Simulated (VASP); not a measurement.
# BAs: single point with PBE

The system is BAs.

```
B As
1.0
     0.00000    2.45179    2.45179
     2.45179    0.00000    2.45179
     2.45179    2.45179    0.00000
B As
1 1
Cartesian
  0.0000 0.0000 0.0000
  1.2259 1.2259 1.2259
```

This cell differs from its parent crystal: volume changed by +6%.

| Quantity | Value |
| --- | --- |
| Program | VASP 6.6.1 |
| Task | single point |
| Functional | PBE |
| Potentials or basis | VASP PAW PBE potentials, release 64 (B, As) |
| Cutoff | 520 eV |
| k mesh | 8 × 8 × 8 |
| Occupations | gaussian, width 0.01 eV |
| Spin | no spin polarisation |

```yaml
Pressure: -6.3 GPa
Band_gap_on_the_k_mesh: 1.26 eV, indirect (least direct gap 3.18 eV)
```

Levels at points of the mesh, in eV from the valence-band top:
```csv
k point,band 2,band 3,band 4,band 5,band 6,band 7
"(0.00, 0.00, 0.00)",0.00,0.00,0.00,3.18,3.18,3.18
"(0.50, 0.00, 0.00)",-8.24,-1.69,-1.69,2.25,4.69,4.69
"(0.50, 0.50, 0.00)",-8.11,-3.76,-3.76,1.51,1.52,10.63
```

Wall time 15 s on 1 thread of Intel(R) Xeon(R) Platinum 8259CL CPU @ 2.50GHz (Skylake/Cascade Lake), on a shared host, peak memory 0.15 GiB.

 A k mesh can miss the band edges.
